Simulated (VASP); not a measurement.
Runs of VASP 6.6.1 on NaCl. The structure is that of space group Fm-3m (No. 225), or close to it. The cells are those of the table. 

```csv
cell,gap on the mesh (eV),pressure (GPa)
"a = 3.917 Å, angles 60.0°, 2 atoms",(a),2.4
"a = 3.800 Å, angles 60.0°, 2 atoms",5.73,(c)
"a = 3.974 Å, angles 60.0°, 2 atoms",5.15,1.0
"a = 4.028 Å, angles 60.0°, 2 atoms",(b),0.0
"a = 4.081 Å, angles 60.0°, 2 atoms",4.85,-0.9
```

Alike in all rows: task single point; level PBE; potentials or basis VASP PAW PBE potentials, release 64 (Na_pv, Cl); no spin polarisation; k mesh 8 × 8 × 8; cutoff (eV) 520; smearing gaussian 0.05 eV.

Problem. Estimate the missing entries.

Solution. (a) 5.32; (b) 5.00; (c) 6.2.

A k mesh can miss the band edges.
